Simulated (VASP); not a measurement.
# CuF (P6_3/mmc) in VASP: a series of runs

The runs below take CuF through single point, with PBE, PBE+D4.

All numbers are computed with VASP 6.6.1; they aren't measurements. Logs are shortened: lines on timing, memory, paths and dates and some standing lists are left out, and cuts for length are marked.

## (1) The cell of the first run

It takes space group P6_3/mmc (No. 194, hexagonal). Conventional cell: a = 2.763 Å, b = 2.763 Å, c = 6.402 Å, α = 90.00°, β = 90.00°, γ = 120.00°. Within 3.0 Å of Cu (site symmetry -3m) lie 6 F at 2.26 Å and 6 Cu at 2.76 Å. Within 3.0 Å of F (site symmetry -6m2) lie 6 Cu at 2.26 Å and 6 F at 2.76 Å.

## (2) Single point, PBE

File INCAR:

```
SYSTEM = CuF
PREC     = Accurate       ! precision mode
ENCUT    = 520            ! plane-wave cutoff, eV
EDIFF    = 1E-7           ! SCF threshold, eV
ISMEAR   = -1             ! smearing method
SIGMA    = 0.02           ! smearing width, eV
LREAL    = .False.        ! projectors in reciprocal space
LASPH    = .True.         ! aspherical terms in the spheres
NELM     = 80             ! most SCF steps
ALGO     = Normal         ! electronic algorithm
ISIF     = 2              ! what is computed and relaxed
LWAVE    = .False.        ! write WAVECAR
LCHARG   = .True.         ! write CHGCAR
GGA      = PE             ! functional
LELF     = .True.         ! ELF
LVHAR    = .True.       
NBANDS   = 26             ! bands
```

File KPOINTS:

```
regular mesh
0
Gamma
  4 4 4
  0 0 0
```

File POSCAR:

```
CuF
1.0
    2.7625361970      0.0000000000      0.0000000000
   -1.3812680985      2.3924265254      0.0000000000
    0.0000000000      0.0000000000      6.4019833364
Cu F
2 2
Direct
    0.0000000000      0.0000000000      0.0000000000
    0.0000000000      0.0000000000      0.5000000000
    0.3333333333      0.6666666667      0.2500000000
    0.6666666667      0.3333333333      0.7500000000
```

Potentials or basis: VASP PAW PBE potentials, release 64 (Cu, F).

The run is started by

```bash
cat potpaw_PBE.64/Cu/POTCAR potpaw_PBE.64/F/POTCAR > POTCAR
mpirun -np 1 vasp_std > vasp.out
```

OUTCAR:

```text
SYSTEM = CuF
   PREC = Accurate
   ENCUT = 520
   EDIFF = 1E-7
   ISMEAR = -1
   LREAL = .False.
   LASPH = .True.
   NELM = 80
   ISIF = 2
   GGA = PE

 ion  position               nearest neighbor table
   1  0.000  0.000  0.000-   3 2.26   4 2.26   3 2.26   4 2.26   4 2.26   3 2.26
   2  0.000  0.000  0.500-   3 2.26   4 2.26   3 2.26   4 2.26   4 2.26   3 2.26
   3  0.333  0.667  0.250-   1 2.26   2 2.26   1 2.26   2 2.26   1 2.26   2 2.26
   4  0.667  0.333  0.750-   1 2.26   2 2.26   1 2.26   2 2.26   1 2.26   2 2.26

  LATTYP: Found a hexagonal cell.
 ALAT       =     2.7625361970
 C/A-ratio  =     2.3174296660

  Lattice vectors:

 A1 = (   2.7625361970,   0.0000000000,   0.0000000000)
 A2 = (  -1.3812680985,   2.3924265254,   0.0000000000)
 A3 = (   0.0000000000,   0.0000000000,   6.4019833364)

Analysis of symmetry for initial positions (statically):
=====================================================================
 Subroutine PRICEL returns:
 Original cell was already a primitive cell.

 Routine SETGRP: Setting up the symmetry group for a
 hexagonal supercell.

 Subroutine GETGRP returns: Found 24 space group operations
 (whereof 12 operations were pure point group operations)
 out of a pool of 24 trial point group operations.

The static configuration has the point symmetry D_3d.
 The point group associated with its full space group is D_6h.

Analysis of symmetry for dynamics (positions and initial velocities):
=====================================================================
 Subroutine PRICEL returns:
 Original cell was already a primitive cell.

 Routine SETGRP: Setting up the symmetry group for a
 hexagonal supercell.

 Subroutine GETGRP returns: Found 24 space group operations
 (whereof 12 operations were pure point group operations)
 out of a pool of 24 trial point group operations.

The dynamic configuration has the point symmetry D_3d.
 The point group associated with its full space group is D_6h.

 Subroutine INISYM returns: Found 24 space group operations
 (whereof 12 operations are pure point group operations),
 and found     1 'primitive' translations

----------------------------------------------------------------------------------------

                                     Primitive cell

  volume of cell :      42.3118

  direct lattice vectors                    reciprocal lattice vectors
     2.762536197  0.000000000  0.000000000     0.361986207  0.208992834  0.000000000
    -1.381268099  2.392426525  0.000000000     0.000000000  0.417985668  0.000000000
     0.000000000  0.000000000  6.401983336     0.000000000  0.000000000  0.156201594

  length of vectors
     2.762536197  2.762536197  6.401983336     0.417985668  0.417985668  0.156201594

  position of ions in fractional coordinates (direct lattice)
     0.000000000  0.000000000  0.000000000
     0.000000000  0.000000000  0.500000000
     0.333333333  0.666666667  0.250000000
     0.666666667  0.333333333  0.750000000

  ion indices of the primitive-cell ions
   primitive index   ion index
                 1           1
                 2           2
                 3           3
                 4           4

----------------------------------------------------------------------------------------

 KPOINTS: regular mesh

Automatic generation of k-mesh.
 Grid dimensions read from file:
 generate k-points for:    4    4    4

 Generating k-lattice:

  Cartesian coordinates                     Fractional coordinates (reciprocal lattice)
     0.090496552  0.052248209  0.000000000     0.250000000 -0.000000000  0.000000000
     0.000000000  0.104496417  0.000000000     0.000000000  0.250000000  0.000000000
     0.000000000  0.000000000  0.039050398     0.000000000  0.000000000  0.250000000

  Length of vectors
     0.104496417  0.104496417  0.039050398

  Shift w.r.t. Gamma in fractional coordinates (k-lattice)
     0.000000000  0.000000000  0.000000000

 Subroutine IBZKPT returns following result:
 ===========================================

 Found     12 irreducible k-points:

 Following reciprocal coordinates:
            Coordinates               Weight
  0.000000  0.000000  0.000000      1.000000
  0.250000  0.000000  0.000000      6.000000
  0.500000  0.000000  0.000000      3.000000
  0.250000  0.250000  0.000000      6.000000
  0.000000  0.000000  0.250000      2.000000
  0.250000  0.000000  0.250000     12.000000
  0.500000  0.000000  0.250000      6.000000
  0.250000  0.250000  0.250000     12.000000
  0.000000  0.000000  0.500000      1.000000
  0.250000  0.000000  0.500000      6.000000
  0.500000  0.000000  0.500000      3.000000
  0.250000  0.250000  0.500000      6.000000
   k-points           NKPTS =     12   k-points in BZ     NKDIM =     12   number of bands    NBANDS=     26
   number of dos      NEDOS =    301   number of ions     NIONS =      4
   total plane-waves  NPLWV =  27648
   dimension x,y,z NGX =    24 NGY =   24 NGZ =   48
   dimension x,y,z NGXF=    48 NGYF=   48 NGZF=   96
   ions per type =               2   2
   NGX,Y,Z   is equivalent  to a cutoff of  14.44, 14.44, 12.46 a.u.
   NGXF,Y,Z  is equivalent  to a cutoff of  28.89, 28.89, 24.93 a.u.
 SYSTEM =  CuF
   PREC   = accura    normal or accurate (medium, high low for compatibility)
   ISTART =      0    job   : 0-new  1-cont  2-samecut
   ICHARG =      2    charge: 1-file 2-atom 10-const
   ISPIN  =      1    spin polarized calculation?
   LNONCOLLINEAR =      F non collinear calculations
   LSORBIT =      F    spin-orbit coupling
   LASPH  =      T    aspherical Exc in radial PAW
   ENCUT  =  520.0 eV  38.22 Ry    6.18 a.u.   5.14  5.14 11.90*2*pi/ulx,y,z
   NELM   =     80;   NELMIN=  2; NELMDL= -5     # of ELM steps
   EDIFF  = 0.1E-06   stopping-criterion for ELM
   LREAL  =      F    real-space projection
   EDIFFG = 0.1E-05   stopping-criterion for IOM
   NSW    =      0    number of steps for IOM
   IBRION =     -1    ionic relax: 0-MD 1-quasi-New 2-CG
   NFREE  =      0    steps in history (QN), initial steepest desc. (CG)
   ISIF   =      2    stress and relaxation
   ISYM   =      2    0-nonsym 1-usesym 2-fastsym
   POTIM  = 0.5000    time-step for ionic-motion
   TEBEG  =    0.0;   TEEND  =   0.0 temperature during run
   PSTRESS=    0.0 pullay stress
   NELECT =      36.0000    total number of electrons
   NUPDOWN=      -1.0000    fix difference up-down
   EMIN   =  10.00;   EMAX   =-10.00  energy-range for DOS
   EFERMI =   0.00;   METHOD = LEGACY
   ISMEAR =    -1;   SIGMA  =   0.02  broadening in eV -4-tet -1-fermi 0-gaus
   EFERMI_NEDOS =   21; number of points for ismear=-14 and -15
   IALGO  =     38    algorithm
   IMIX   =      4    mixing-type and parameters
     AMIX     =   0.40;   BMIX     =  1.00
     AMIX_MAG =   1.60;   BMIX_MAG =  1.00
  volume/ion in A,a.u.               =      10.58        71.38
  Fermi-wavevector in a.u.,A,eV,Ry     =   1.551274  2.931484 32.741770  2.406452
  Thomas-Fermi vector in A             =   2.655817
   LORBIT       =      0    0 simple, 1 ext, 2 COOP (PROOUT), +10 PAW based schemes
   GGA     = PE    functional components
[... 5 lines left out ...]
 non-spin polarized calculation
  energy-cutoff  :      520.00
  volume of cell :       42.31
 maximum number of plane-waves:      1152
 NGX is ok and might be reduce to    24
   NGX = 11   NGY = 11   NGZ = 23

 number of electron      35.9999993 magnetization

 Free energy of the ion-electron system (eV)
  ---------------------------------------------------
  ext. energy  EPLUGINS =         0.00000000
  ---------------------------------------------------
  free energy    TOTEN  =       -14.26106248 eV

  energy without entropy =      -14.25865566  energy(sigma->0) =      -14.25985907

 E-fermi :   4.8019     XC(G=0): -11.6427

 val. band max:        4.7309701397   @ k =   0.2500   0.2500   0.2500
 cond. band min:       4.8335864920   @ k =   0.5000   0.0000   0.0000
 fundamental gap:      0.1026163523
 Fermi energy:         4.8019061394

 k-point     1 :       0.0000    0.0000    0.0000
  band No.  band energies     occupation
      1     -19.4468      2.00000
      2     -19.2736      2.00000
      3      -3.5362      2.00000
      4      -1.0572      2.00000
      5       0.3748      2.00000
      6       0.3748      2.00000
[... 18 lines left out ...]
     25      23.7609      0.00000
     26      25.7364      0.00000

 k-point     2 :       0.2500    0.0000    0.0000
  band No.  band energies     occupation
      1     -19.1428      2.00000
      2     -19.0382      2.00000
      3      -2.6174      2.00000
      4      -1.2286      2.00000
      5      -1.1779      2.00000
      6      -0.8537      2.00000
[... 18 lines left out ...]
     25      20.2149      0.00000
     26      21.2256      0.00000

 k-point     3 :       0.5000    0.0000    0.0000
  band No.  band energies     occupation
      1     -18.8060      2.00000
      2     -18.7988      2.00000
      3      -2.5490      2.00000
      4      -1.9217      2.00000
      5      -1.5509      2.00000
      6      -1.2676      2.00000
[... 18 lines left out ...]
     25      19.5677      0.00000
     26      19.6941      0.00000

 k-point     4 :       0.2500    0.2500    0.0000
  band No.  band energies     occupation
      1     -18.8179      2.00000
      2     -18.7915      2.00000
      3      -1.9959      2.00000
      4      -1.5735      2.00000
      5      -1.5196      2.00000
      6      -1.2876      2.00000
[... 18 lines left out ...]
     25      15.6784      0.00000
     26      19.9211      0.00000

 k-point     5 :       0.0000    0.0000    0.2500
  band No.  band energies     occupation
      1     -19.4222      2.00000
      2     -19.2999      2.00000
      3      -3.2919      2.00000
      4      -1.6589      2.00000
      5       0.4310      2.00000
      6       0.4310      2.00000
[... 18 lines left out ...]
     25      23.9679      0.00000
     26      25.5897      0.00000

 k-point     6 :       0.2500    0.0000    0.2500
  band No.  band energies     occupation
      1     -19.1276      2.00000
      2     -19.0537      2.00000
      3      -2.4881      2.00000
      4      -1.6588      2.00000
      5      -0.9099      2.00000
      6      -0.8330      2.00000
[... 18 lines left out ...]
     25      21.5247      0.00000
     26      21.9996      0.00000

 k-point     7 :       0.5000    0.0000    0.2500
  band No.  band energies     occupation
      1     -18.8049      2.00000
      2     -18.7997      2.00000
      3      -2.4910      2.00000
      4      -2.0840      2.00000
      5      -1.4415      2.00000
      6      -1.2777      2.00000
[... 18 lines left out ...]
     25      19.5212      0.00000
     26      19.7459      0.00000

 k-point     8 :       0.2500    0.2500    0.2500
  band No.  band energies     occupation
      1     -18.8139      2.00000
      2     -18.7953      2.00000
      3      -1.9724      2.00000
      4      -1.7420      2.00000
      5      -1.3709      2.00000
      6      -1.2751      2.00000
[... 18 lines left out ...]
     25      16.1081      0.00000
     26      18.9428      0.00000

 k-point     9 :       0.0000    0.0000    0.5000
  band No.  band energies     occupation
      1     -19.3617      2.00000
      2     -19.3617      2.00000
      3      -2.6067      2.00000
      4      -2.6067      2.00000
      5       0.5769      2.00000
      6       0.5769      2.00000
[... 18 lines left out ...]
     25      24.5838      0.00000
     26      24.5838      0.00000

 k-point    10 :       0.2500    0.0000    0.5000
  band No.  band energies     occupation
      1     -19.0908      2.00000
      2     -19.0908      2.00000
      3      -2.1353      2.00000
      4      -2.1353      2.00000
      5      -0.8159      2.00000
      6      -0.8159      2.00000
[... 18 lines left out ...]
     25      22.0385      0.00000
     26      22.0429      0.00000

 k-point    11 :       0.5000    0.0000    0.5000
  band No.  band energies     occupation
      1     -18.8021      2.00000
      2     -18.8021      2.00000
      3      -2.3235      2.00000
      4      -2.3235      2.00000
      5      -1.3261      2.00000
      6      -1.3261      2.00000
[... 18 lines left out ...]
     25      19.9156      0.00000
     26      19.9159      0.00000

 k-point    12 :       0.2500    0.2500    0.5000
  band No.  band energies     occupation
      1     -18.8048      2.00000
      2     -18.8048      2.00000
      3      -1.8911      2.00000
      4      -1.8911      2.00000
      5      -1.2809      2.00000
      6      -1.2809      2.00000
[... 18 lines left out ...]
     25      17.3198      0.00000
     26      17.3198      0.00000

------------------------ aborting loop because EDIFF is reached ----------------------------------------

  FORCE on cell =-STRESS in cart. coord.  units (eV):
  Direction    XX          YY          ZZ          XY          YZ          ZX
  --------------------------------------------------------------------------------------
  -------------------------------------------------------------------------------------
  Total        1.4165696      1.4165696      2.0955448      0.0000000      0.0000000      0.0000000
  in kB       53.6398277     53.6398277     79.3499046      0.0000000      0.0000000      0.0000000
  external PRESSURE =      62.2098534 kB  Pullay stress =       0.0000000 kB

 VOLUME and BASIS-vectors are now :
 -----------------------------------------------------------------------------
  energy-cutoff  :      520.00
  volume of cell :       42.31
      direct lattice vectors                 reciprocal lattice vectors
     2.762536197  0.000000000  0.000000000     0.361986207  0.208992834  0.000000000
    -1.381268099  2.392426525  0.000000000     0.000000000  0.417985668  0.000000000
     0.000000000  0.000000000  6.401983336     0.000000000  0.000000000  0.156201594

 POSITION                                       TOTAL-FORCE (eV/Angst)
 -----------------------------------------------------------------------------------
      0.00000      0.00000      0.00000         0.000000     -0.000000      0.000000
      0.00000      0.00000      3.20099         0.000000     -0.000000      0.000000
     -0.00000      1.59495      1.60050         0.000000      0.000000     -0.000000
      1.38127      0.79748      4.80149        -0.000000     -0.000000      0.000000
 -----------------------------------------------------------------------------------
    total drift:                               -0.000000      0.000000      0.000000

  FREE ENERGIE OF THE ION-ELECTRON SYSTEM (eV)
  ---------------------------------------------------
  free  energy   TOTEN  =       -14.2610624815 eV

  energy  without entropy=      -14.2586556646  energy(sigma->0) =      -14.25985907
```

Wall time 41 s (1 thread of AMD EPYC 7R13, shared host); peak memory 0.14 GiB.

Results:

```
Free energy            : -14.2611 eV
Pressure               : 6.2 GPa
Band gap on the k mesh : zero (band 18 reaches 4.83 eV, above the bottom of band 19 at 4.39 eV)
```

Caveat: the k points lie up to 0.66 Å⁻¹ apart; semilocal functionals often make such compounds metallic where correlation or magnetic order opens a gap, which also shifts bond lengths. With open d or f shells a metallic result of PBE can be an artefact of self-interaction; +U or a hybrid may open a gap.

(Continued in part 2 of 3.)
